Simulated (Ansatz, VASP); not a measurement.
Given: the input of a run of VASP 6.6.1 on Sn.

Contents of POSCAR:

```
Sn
1.0
   -1.7492592239      1.7989121400      2.3691131866
    1.7492592239     -1.7989121400      2.3691131866
    1.7492592239      1.7989121400     -2.3691131866
Sn
1
Direct
    0.0000000000      0.0000000000      0.0000000000
```

Contents of INCAR.step1:

```
ALGO = Normal ; EDIFF = 1E-5
ENCUT = 520 ; GGA = PE
ISIF = 2 ; ISMEAR = -1
LASPH = T ; LCHARG = F
LREAL = F ; LWAVE = T
NBANDS = 13 ; NELM = 80
PREC = Accurate ; SIGMA = 0.05
```

The input INCAR.step2:

```
ALGO = Normal ; EDIFF = 1E-6
ENCUT = 520 ; GGA = PE
HFSCREEN = 0.2079 ; ISIF = 2
ISMEAR = -1 ; ISTART = 1
LASPH = T ; LCHARG = F
LHFCALC = T ; LREAL = F
LWAVE = F ; NBANDS = 13
NELM = 80 ; PREC = Accurate
PRECFOCK = Normal ; SIGMA = 0.05
```

The input KPOINTS:

```
k-points
0
Gamma
  6 6 6
```

Potentials or basis: VASP PAW PBE potentials, release 64 (Sn_d).

Command:

```console
$ cat potpaw_PBE.64/Sn_d/POTCAR > POTCAR
$ cp INCAR.step1 INCAR
$ mpirun -np 1 vasp_std > vasp.out
$ cp INCAR.step2 INCAR
$ mpirun -np 1 vasp_std > vasp.out
```

Problem. Set up the same calculation for Ansatz 0.2.0. Potentials there: Ansatz PAW.

Solution. As run (the cutoff follows the program's own potentials):

Contents of input:

```
crystal:
  lattice:
    - [-1.7492592239, 1.79891214, 2.3691131866]
    - [1.7492592239, -1.79891214, 2.3691131866]
    - [1.7492592239, 1.79891214, -2.3691131866]
  atoms:
    - { symbol: Sn, position: [0.0, 0.0, 0.0] }
hamiltonian:
  xc: hse06
  pseudopotentials: { kind: paw }
kpoints:
  mp_grid: { grid: [6, 6, 6] }
scf:
  occupations: { method: fermi_dirac, width: 0.05 }
output:
  forces: true
  stress: true
  eigenvalues: true
```

Both were run:

|  | VASP | Ansatz | Ansatz less VASP |
| --- | --- | --- | --- |
| gap on the k mesh at the Fermi level (eV) | none | none | - |
| pressure (GPa) | -2.9 | -2.9 | +0.06 |
| traceless stress, the component that is largest in VASP (GPa) | 2.47 | 2.47 | -0.005 |

A gap of «none» marks a metal or a gap that the smearing closes.

The k mesh is coarse, so the values compare programs but aren't converged.
